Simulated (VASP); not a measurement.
Here is a VASP 6.6.1 calculation.

The input INCAR:

```
PREC = Accurate ; ENCUT = 520
EDIFF = 1E-6 ; ISMEAR = 0
SIGMA = 0.15 ; LREAL = False
LASPH = True ; NELM = 60
ALGO = Fast ; ISIF = 2
LWAVE = False ; LCHARG = False
GGA = PS ; NBANDS = 44
```

KPOINTS

```
Automatic mesh
0
Gamma
  12 12 4
```

POSCAR

```
Ge2Sb2Te5
1.0
    3.9916474308      0.0000000000      0.0000000000
   -1.9958237154      3.4568680781      0.0000000000
    0.0000000000      0.0000000000     16.2507807014
Ge Sb Te
2 2 5
Direct
    0.0000000000      0.0000000000      0.3381075982
    0.0000000000      0.0000000000      0.6618924018
    0.3333333333      0.6666666667      0.1166940723
    0.6666666667      0.3333333333      0.8833059277
    0.0000000000      0.0000000000      0.0000000000
    0.3333333333      0.6666666667      0.7810582678
    0.6666666667      0.3333333333      0.2189417322
    0.3333333333      0.6666666667      0.4206821615
    0.6666666667      0.3333333333      0.5793178385
```

Potentials or basis: VASP PAW PBE potentials, release 64 (Ge_d, Sb, Te).

Launch:

```sh
$ cat potpaw_PBE.64/Ge_d/POTCAR potpaw_PBE.64/Sb/POTCAR potpaw_PBE.64/Te/POTCAR > POTCAR
$ mpirun -np 1 vasp_std > vasp.out
```

Task: Predict the pressure.

Result: 12.3 GPa.

Task: Predict the band gap on the k mesh.

Result: Zero (bands 34 and 35 overlap by 0.29 eV).

Forces on the atoms (eV/Å):
```
Ge   0.000  0.000 -0.743
Ge   0.000  0.000  0.743
Sb   0.000  0.000 -0.478
Sb   0.000  0.000  0.478
Te   0.000  0.000  0.000
Te   0.000  0.000 -1.150
Te   0.000  0.000  1.150
Te   0.000  0.000  0.920
Te   0.000  0.000 -0.920
```

Caveat: the cell differs from its parent crystal (strain -0.050 along x and y, -0.050 along z); the cell stands under pressure; the PAW data sets were made with another functional, which shifts forces and pressure a little; spin-orbit coupling is left out, which moves the levels of the heavy elements.
